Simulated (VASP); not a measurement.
# TiAl3 (I4/mmm) in VASP: single point with r2SCAN

Aim: the single point of TiAl3 with r2SCAN.

Program: VASP 6.6.1. These are calculated values, not measurements. Logs are shortened: lines on timing, memory, paths and dates and some standing lists are left out, and cuts for length are marked.

## 1. The cell of the first run

The structure is tetragonal, space group I4/mmm (No. 139). The conventional cell has a = 3.823 Å, b = 3.823 Å, c = 8.561 Å, α = 90.00°, β = 90.00°, γ = 90.00°. Ti (site symmetry 4/mmm) has 12 Al at 2.70 to 2.87 Å within 3.6 Å. Within 3.6 Å of Al (site symmetry 4/mmm) lie 4 Ti at 2.70 Å and 8 Al at 2.87 Å. Al (site symmetry -4m2) has 8 Al at 2.70 to 2.87 Å and 4 Ti at 2.87 Å within 3.6 Å.

## 2. Single point, r2SCAN

Input file POSCAR:

```
TiAl3
1.0
   -1.9116624375      1.9116624375      4.2807181160
    1.9116624375     -1.9116624375      4.2807181160
    1.9116624375      1.9116624375     -4.2807181160
Ti Al
1 3
Direct
    0.0000000000      0.0000000000      0.0000000000
    0.5000000000      0.5000000000      0.0000000000
    0.7500000000      0.2500000000      0.5000000000
    0.2500000000      0.7500000000      0.5000000000
```

Input file INCAR.step1:

```
PREC = Accurate
ENCUT = 520
ISMEAR = 0
SIGMA = 0.1
LREAL = F
LASPH = T
NELM = 60
NBANDS = 18
GGA = PE
ALGO = Normal
EDIFF = 1E-4
LWAVE = T
LCHARG = F
```

Input file INCAR.step2:

```
PREC = Accurate
ENCUT = 520
EDIFF = 1E-7
ISMEAR = 0
SIGMA = 0.1
LREAL = F
LASPH = T
NELM = 60
ALGO = Normal
ISIF = 2
LWAVE = F
LCHARG = F
METAGGA = R2SCAN
LMIXTAU = T
NBANDS = 18
ISTART = 1
```

Input file KPOINTS:

```
Automatic mesh
0
Gamma
  16 16 16
```

Potentials or basis: VASP PAW PBE potentials, release 64 (Ti_sv, Al).

Command:

```sh
> cat potpaw_PBE.64/Ti_sv/POTCAR potpaw_PBE.64/Al/POTCAR > POTCAR
> cp INCAR.step1 INCAR
> mpirun -np 1 vasp_std > vasp.out
> cp INCAR.step2 INCAR
> mpirun -np 1 vasp_std > vasp.out
```

OUTCAR:

```text
PREC = Accurate
   ENCUT = 520
   EDIFF = 1E-7
   ISMEAR = 0
   LREAL = F
   LASPH = T
   NELM = 60
   ISIF = 2
   METAGGA = R2SCAN
   ISTART = 1

 ion  position               nearest neighbor table
   1  0.000  0.000  0.000-   2 2.70   2 2.70   2 2.70   2 2.70   4 2.87   3 2.87   4 2.87   4 2.87
                             3 2.87   3 2.87   4 2.87   3 2.87
   2  0.500  0.500  0.000-   1 2.70   1 2.70   1 2.70   1 2.70   4 2.87   3 2.87   4 2.87   3 2.87
                             4 2.87   4 2.87   3 2.87   3 2.87
   3  0.750  0.250  0.500-   4 2.70   4 2.70   4 2.70   4 2.70   2 2.87   1 2.87   2 2.87   1 2.87
                             2 2.87   2 2.87   1 2.87   1 2.87
   4  0.250  0.750  0.500-   3 2.70   3 2.70   3 2.70   3 2.70   2 2.87   1 2.87   2 2.87   2 2.87
                             1 2.87   1 2.87   2 2.87   1 2.87

  LATTYP: Found a body centered tetragonal cell.
 ALAT       =     3.8233248750
 C/A-ratio  =     2.2392646484

  Lattice vectors:

 A1 = (  -1.9116624375,   1.9116624375,   4.2807181160)
 A2 = (   1.9116624375,  -1.9116624375,   4.2807181160)
 A3 = (   1.9116624375,   1.9116624375,  -4.2807181160)

Analysis of symmetry for initial positions (statically):
=====================================================================
 Subroutine PRICEL returns:
 Original cell was already a primitive cell.

 Routine SETGRP: Setting up the symmetry group for a
 body centered tetragonal supercell.

 Subroutine GETGRP returns: Found 16 space group operations
 (whereof 16 operations were pure point group operations)
 out of a pool of 16 trial point group operations.

The static configuration has the point symmetry D_4h.

Analysis of symmetry for dynamics (positions and initial velocities):
=====================================================================
 Subroutine PRICEL returns:
 Original cell was already a primitive cell.

 Routine SETGRP: Setting up the symmetry group for a
 body centered tetragonal supercell.

 Subroutine GETGRP returns: Found 16 space group operations
 (whereof 16 operations were pure point group operations)
 out of a pool of 16 trial point group operations.

The dynamic configuration has the point symmetry D_4h.

 Subroutine INISYM returns: Found 16 space group operations
 (whereof 16 operations are pure point group operations),
 and found     1 'primitive' translations

----------------------------------------------------------------------------------------

                                     Primitive cell

  volume of cell :      62.5747

  direct lattice vectors                    reciprocal lattice vectors
    -1.911662437  1.911662437  4.280718116     0.000000000  0.261552453  0.116802832
     1.911662437 -1.911662437  4.280718116     0.261552453  0.000000000  0.116802832
     1.911662437  1.911662437 -4.280718116     0.261552453  0.261552453  0.000000000

  length of vectors
     5.062949154  5.062949154  5.062949154     0.286448228  0.286448228  0.369891026

  position of ions in fractional coordinates (direct lattice)
     0.000000000  0.000000000  0.000000000
     0.500000000  0.500000000  0.000000000
     0.750000000  0.250000000  0.500000000
     0.250000000  0.750000000  0.500000000

  ion indices of the primitive-cell ions
   primitive index   ion index
                 1           1
                 2           2
                 3           3
                 4           4

----------------------------------------------------------------------------------------

 KPOINTS: Automatic mesh

Automatic generation of k-mesh.
 Grid dimensions read from file:
 generate k-points for:   16   16   16

 Generating k-lattice:

  Cartesian coordinates                     Fractional coordinates (reciprocal lattice)
     0.000000000  0.016347028  0.007300177     0.062500000 -0.000000000  0.000000000
     0.016347028  0.000000000  0.007300177    -0.000000000  0.062500000  0.000000000
     0.016347028  0.016347028  0.000000000     0.000000000  0.000000000  0.062500000

  Length of vectors
     0.017903014  0.017903014  0.023118189

  Shift w.r.t. Gamma in fractional coordinates (k-lattice)
     0.000000000  0.000000000  0.000000000

 Subroutine IBZKPT returns following result:
 ===========================================

 Found    349 irreducible k-points:

 Following reciprocal coordinates:
            Coordinates               Weight
  0.000000  0.000000  0.000000      1.000000
  0.062500 -0.000000  0.000000      8.000000
  0.125000 -0.000000  0.000000      8.000000
  0.187500 -0.000000  0.000000      8.000000
  0.250000 -0.000000  0.000000      8.000000
  0.312500 -0.000000  0.000000      8.000000
[... 16 lines left out ...]
 -0.125000  0.062500 -0.000000     16.000000
 -0.062500  0.062500  0.000000      4.000000
 [... further k-points ...]
   k-points           NKPTS =    349   k-points in BZ     NKDIM =    349   number of bands    NBANDS=     18
   number of dos      NEDOS =    301   number of ions     NIONS =      4
   total plane-waves  NPLWV =  64000
   dimension x,y,z NGX =    40 NGY =   40 NGZ =   40
   dimension x,y,z NGXF=    80 NGYF=   80 NGZF=   80
   ions per type =               1   3
   NGX,Y,Z   is equivalent  to a cutoff of  13.13, 13.13, 13.13 a.u.
   NGXF,Y,Z  is equivalent  to a cutoff of  26.27, 26.27, 26.27 a.u.
 SYSTEM =  unknown system
   PREC   = accura    normal or accurate (medium, high low for compatibility)
   ISTART =      1    job   : 0-new  1-cont  2-samecut
   ICHARG =      0    charge: 1-file 2-atom 10-const
   ISPIN  =      1    spin polarized calculation?
   LNONCOLLINEAR =      F non collinear calculations
   LSORBIT =      F    spin-orbit coupling
   LASPH  =      T    aspherical Exc in radial PAW
   ENCUT  =  520.0 eV  38.22 Ry    6.18 a.u.   9.41  9.41  9.41*2*pi/ulx,y,z
   NELM   =     60;   NELMIN=  2; NELMDL=  0     # of ELM steps
   EDIFF  = 0.1E-06   stopping-criterion for ELM
   LREAL  =      F    real-space projection
   EDIFFG = 0.1E-05   stopping-criterion for IOM
   NSW    =      0    number of steps for IOM
   IBRION =     -1    ionic relax: 0-MD 1-quasi-New 2-CG
   NFREE  =      0    steps in history (QN), initial steepest desc. (CG)
   ISIF   =      2    stress and relaxation
   ISYM   =      2    0-nonsym 1-usesym 2-fastsym
   POTIM  = 0.5000    time-step for ionic-motion
   TEBEG  =    0.0;   TEEND  =   0.0 temperature during run
   PSTRESS=    0.0 pullay stress
   NELECT =      21.0000    total number of electrons
   NUPDOWN=      -1.0000    fix difference up-down
   EMIN   =  10.00;   EMAX   =-10.00  energy-range for DOS
   EFERMI =   0.00;   METHOD = LEGACY
   ISMEAR =     0;   SIGMA  =   0.10  broadening in eV -4-tet -1-fermi 0-gaus
   EFERMI_NEDOS =   21; number of points for ismear=-14 and -15
   IALGO  =     38    algorithm
   IMIX   =      4    mixing-type and parameters
     AMIX     =   0.40;   BMIX     =  1.00
     AMIX_MAG =   1.60;   BMIX_MAG =  1.00
  volume/ion in A,a.u.               =      15.64       105.57
  Fermi-wavevector in a.u.,A,eV,Ry     =   1.137666  2.149878 17.609813  1.294285
  Thomas-Fermi vector in A             =   2.274371
   LORBIT       =      0    0 simple, 1 ext, 2 COOP (PROOUT), +10 PAW based schemes
   METAGGA = R2SCAN    functional components
   LHFCALC =     F    Hartree Fock is set to
   AEXX    =    0.0000 exact exchange contribution
   IVDW    =     0    specifies the selected vdW correction
   LEPSILON=     F    determine dielectric tensor
   LRPA    =     F    only Hartree local field effects (RPA)
 non-spin polarized calculation
 Gauss-broadening in eV      SIGMA  =   0.10
  energy-cutoff  :      520.00
  volume of cell :       62.57
 maximum number of plane-waves:      1700
 NGX is ok and might be reduce to    40
   NGX = 19   NGY = 19   NGZ = 19

 number of electron      20.9999999 magnetization

 Free energy of the ion-electron system (eV)
  ---------------------------------------------------
  ext. energy  EPLUGINS =         0.00000000
  ---------------------------------------------------
  free energy    TOTEN  =       -34.91064621 eV

  energy without entropy =      -34.90243340  energy(sigma->0) =      -34.90653981

 E-fermi :   8.3651     XC(G=0): -11.5550

 val. band max:        8.3641095383   @ k =  -0.1875   0.2500   0.1875
 cond. band min:       8.3706841806   @ k =  -0.3750  -0.4375   0.3750
 fundamental gap:      0.0065746422
 Fermi energy:         8.3650745651

 k-point     1 :       0.0000    0.0000    0.0000
  band No.  band energies     occupation
      1     -50.4491      2.00000
      2     -25.7212      2.00000
      3     -25.7212      2.00000
      4     -25.6496      2.00000
      5      -2.3863      2.00000
      6       5.3899      2.00000
[... 10 lines left out ...]
     17      12.4337      0.00000
     18      12.4525      0.00000

 k-point     2 :       0.0625   -0.0000    0.0000
  band No.  band energies     occupation
      1     -50.4491      2.00000
      2     -25.7224      2.00000
      3     -25.7211      2.00000
      4     -25.6495      2.00000
      5      -2.3346      2.00000
      6       5.0330      2.00000
[... 10 lines left out ...]
     17      12.4623      0.00000
     18      12.7386      0.00000

 k-point     3 :       0.1250   -0.0000    0.0000
  band No.  band energies     occupation
      1     -50.4489      2.00000
      2     -25.7257      2.00000
      3     -25.7209      2.00000
      4     -25.6494      2.00000
      5      -2.1801      2.00000
      6       4.6646      2.00000
[... 10 lines left out ...]
     17      12.5170      0.00000
     18      13.4610      0.00000

 k-point     4 :       0.1875   -0.0000    0.0000
  band No.  band energies     occupation
      1     -50.4487      2.00000
      2     -25.7306      2.00000
      3     -25.7206      2.00000
      4     -25.6491      2.00000
      5      -1.9245      2.00000
      6       4.2829      2.00000
[... 375 lines left out ...]
      4     -25.6489      2.00000
      5      -1.9237      2.00000
      6       4.6067      2.00000
[... 10 lines left out ...]
     17      12.8852      0.00000
     18      14.2986      0.00000

 k-point    23 :      -0.1250    0.0625   -0.0000
  band No.  band energies     occupation
      1     -50.4489      2.00000
      2     -25.7256      2.00000
      3     -25.7220      2.00000
      4     -25.6492      2.00000
      5      -2.1625      2.00000
      6       5.0495      2.00000
[... 10 lines left out ...]
     17      12.7180      0.00000
     18      13.4867      0.00000

 k-point    24 :      -0.0625    0.0625    0.0000
  band No.  band energies     occupation
      1     -50.4490      2.00000
      2     -25.7224      2.00000
      3     -25.7222      2.00000
      4     -25.6494      2.00000
      5      -2.3000      2.00000
      6       5.4227      2.00000
[... 10 lines left out ...]
     17      12.6025      0.00000
     18      12.8131      0.00000

 [... further k-points ...]

------------------------ aborting loop because EDIFF is reached ----------------------------------------

  FORCE on cell =-STRESS in cart. coord.  units (eV):
  Direction    XX          YY          ZZ          XY          YZ          ZX
  --------------------------------------------------------------------------------------
  -------------------------------------------------------------------------------------
  Total       -0.0283171     -0.0283171     -0.0149030      0.0000000     -0.0000000      0.0000000
  in kB       -0.7250368     -0.7250368     -0.3815797      0.0000000     -0.0000000      0.0000000
  external PRESSURE =      -0.6105511 kB  Pullay stress =       0.0000000 kB

 VOLUME and BASIS-vectors are now :
 -----------------------------------------------------------------------------
  energy-cutoff  :      520.00
  volume of cell :       62.57
      direct lattice vectors                 reciprocal lattice vectors
    -1.911662437  1.911662437  4.280718116     0.000000000  0.261552453  0.116802832
     1.911662437 -1.911662437  4.280718116     0.261552453  0.000000000  0.116802832
     1.911662437  1.911662437 -4.280718116     0.261552453  0.261552453  0.000000000

 POSITION                                       TOTAL-FORCE (eV/Angst)
 -----------------------------------------------------------------------------------
      0.00000      0.00000      0.00000        -0.000000     -0.000000     -0.000000
      0.00000      0.00000      4.28072        -0.000000     -0.000000     -0.000000
      0.00000      1.91166      2.14036         0.000000      0.000000      0.000000
      1.91166      0.00000      2.14036        -0.000000     -0.000000     -0.000000
 -----------------------------------------------------------------------------------
    total drift:                               -0.000000     -0.000000      0.000000

  FREE ENERGIE OF THE ION-ELECTRON SYSTEM (eV)
  ---------------------------------------------------
  free  energy   TOTEN  =       -34.9106462084 eV

  energy  without entropy=      -34.9024334049  energy(sigma->0) =      -34.90653981
```

It took 71 min on 1 thread of Intel Xeon 8259CL, shared host; peak memory 0.54 GiB.

What came out:

```
Free energy            : -34.9106 eV
Pressure               : -0.1 GPa
Band gap on the k mesh : zero (an odd number of electrons rules out a gap without spin polarisation)
```

Levels at points of the mesh, in eV from the Fermi level:
```tsv
k point	band 9	band 10	band 11	band 12	band 13	band 14
(0.00, 0.00, 0.00)	-1.32	-1.32	0.86	1.75	1.75	2.18
(0.50, 0.00, 0.00)	-1.16	-0.27	0.56	2.06	2.15	2.91
(0.50, 0.50, 0.00)	-3.03	-2.35	-1.06	1.94	2.24	2.77
(0.50, 0.50, 0.50)	-1.06	-0.28	0.78	0.78	0.99	3.21
```

Caveat: the PAW data sets were made with another functional, which shifts forces and pressure a little.
